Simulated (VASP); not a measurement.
CaSe, 2 atoms in the cell. Symmetry: Fm-3m, No. 225, cubic system. The conventional cell has a = 5.621 Å, b = 5.621 Å, c = 5.621 Å, α = 90.00°, β = 90.00°, γ = 90.00°. Ca (site symmetry m-3m) has 6 Se at 2.81 Å within 3.7 Å. Within 3.7 Å of Se (site symmetry m-3m) lie 6 Ca at 2.81 Å.  This cell differs from its parent crystal: strain -5.3%.

```yaml
Program: VASP 6.6.1
Task: single point
Functional: PBE
Potentials_or_basis: VASP PAW PBE potentials, release 64 (Ca_sv, Se)
Cutoff: 520 eV
k_mesh: 8 × 8 × 8
Occupations: fermi-dirac, width 0.02 eV
Spin: no spin polarisation
Dipole_correction: no
Further_INCAR_settings: ALGO = Normal; EDIFF = 1e-07; NBANDS = 15
```

Potentials or basis: VASP PAW PBE potentials, release 64 (Ca_sv, Se).

Run with:

```bash
$ cat potpaw_PBE.64/Ca_sv/POTCAR potpaw_PBE.64/Se/POTCAR > POTCAR
$ mpirun -np 1 vasp_std > vasp.out
```

Hardware: 1 thread of Intel Xeon 8259CL, on a shared host.

Question: How long does it take, and how much memory?

Answer: Run time: 29 s on 1 thread of Intel Xeon 8259CL (shared host), peak memory 0.18 GiB. Counts: scf iterations 14, k points 29.
